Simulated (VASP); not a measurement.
A run of VASP 6.6.1:

File INCAR:

```
  PREC = Accurate
  ENCUT = 600
  EDIFF = 1E-6
  ISMEAR = -1
  SIGMA = 0.05
  LREAL = False
  LASPH = True
  NELM = 120
  ALGO = Normal
  ISIF = 2
  LWAVE = False
  LCHARG = False
  GGA = PS
  NBANDS = 21
  GGA_COMPAT = False
```

The input KPOINTS:

```
Automatic mesh
0
Gamma
  8 8 8
```

File POSCAR:

```
PbF2
1.0
    0.0000000000      2.7336406623      2.7336406623
    2.7336406623      0.0000000000      2.7336406623
    2.7336406623      2.7336406623      0.0000000000
Pb F
1 2
Direct
    0.0000000000      0.0000000000      0.0000000000
    0.7500000000      0.7500000000      0.7500000000
    0.2500000000      0.2500000000      0.2500000000
```

Potentials or basis: VASP PAW PBE potentials, release 64 (Pb_d, F).

Command:

```bash
$ cat potpaw_PBE.64/Pb_d/POTCAR potpaw_PBE.64/F/POTCAR > POTCAR
$ mpirun -np 1 vasp_std > vasp.out
```

Hardware: 1 thread of Intel Xeon 8259CL (shared host).

Estimate the wall time of this run.

Run time: 47 s on 1 thread of Intel Xeon 8259CL, on a shared host, peak memory 0.19 GiB. Counts: scf iterations 13, k points 29.
